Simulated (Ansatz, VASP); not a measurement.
**AlRu in VASP and in Ansatz**

```
Ru Al
1.0
     0.00000    2.41493    2.41493
     2.41493    0.00000    2.41493
     2.41493    2.41493    0.00000
Ru Al
1 1
Cartesian
  0.0000 0.0000 0.0000
  2.4149 2.4149 2.4149
```

Change from the starting cell: volume scaled by 0.94, PAW files.

Alike in both runs: task single point; functional PBEsol; k mesh 14 × 14 × 14; occupations fermi-dirac, width 0.05 eV; no spin polarisation.

|  | VASP | Ansatz |
| --- | --- | --- |
| version | VASP 6.6.1 | Ansatz 0.2.0 |
| potentials or method | VASP PAW PBE potentials, release 64 (Ru_pv, Al) | PAW with Ansatz's default frozen-core files, scalar-relativistic |
| plane-wave cutoff (eV) | 520 | 420 |
| valence electrons in the cell | 17 | 19 |

Ansatz gave:

* pressure (GPa): 11.0

Task: What did VASP give for the same quantities?

Result: Pressure (GPa): 11.2.

VASP's potentials were made for PBE, not for PBEsol. With one functional, cell and mesh, what is left measures potentials, basis and numerics. VASP's potentials hold 17 valence electrons a cell and Ansatz's 19, so a difference there can come from the potentials and not from the codes.
